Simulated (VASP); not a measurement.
A run of VASP 6.6.1 is set up as follows.

INCAR

```
ALGO = Normal
EDIFF = 1E-6
ENCUT = 520
GGA = PE
ISIF = 2
ISMEAR = -1
LASPH = T
LCHARG = F
LREAL = F
LWAVE = F
NBANDS = 51
NELM = 100
PREC = Accurate
SIGMA = 0.0506
```

KPOINTS

```
k-points
0
Gamma
  4 4 2
```

The input POSCAR:

```
LuTl2S4Br
1.0
    4.2496680000      0.0000000000      0.0000000000
    0.0000000000      4.2496680000      0.0000000000
    0.0000000000      0.0000000000     10.0908590000
Lu Tl S Br
1 2 4 1
Direct
    0.0000000000      0.0000000000      0.0000000000
    0.5000000000      0.5000000000      0.7293000000
    0.5000000000      0.5000000000      0.2707000000
    0.5000000000      0.0000000000      0.8540000000
    0.0000000000      0.5000000000      0.8540000000
    0.5000000000      0.0000000000      0.1460000000
    0.0000000000      0.5000000000      0.1460000000
    0.0000000000      0.0000000000      0.5000000000
```

Potentials or basis: VASP PAW PBE potentials, release 64 (Lu, Tl_d, S, Br).

Run with:

```console
$ cat potpaw_PBE.64/Lu/POTCAR potpaw_PBE.64/Tl_d/POTCAR potpaw_PBE.64/S/POTCAR potpaw_PBE.64/Br/POTCAR > POTCAR
$ mpirun -np 1 vasp_std > vasp.out
```

Task: Predict the largest force.

Result: 3.622 eV/Å.

Task: What does it give for the band gap on the k mesh?

Result: Zero (bands 41 and 42 overlap by 0.83 eV).

Task: What does it give for the pressure?

Result: 19.6 GPa.

Stress tensor (GPa, compression positive):
```
22.95  0.00  0.00
 0.00 22.95  0.00
 0.00  0.00 12.96
```

Caveat: the k points lie up to 0.37 Å⁻¹ apart, too coarse for converged energies and pressures of a metal; spin-orbit coupling is left out, which moves the levels of the heavy elements; forces of over 1 eV/Å act on the atoms, so gaps and moduli don't describe the material at rest.
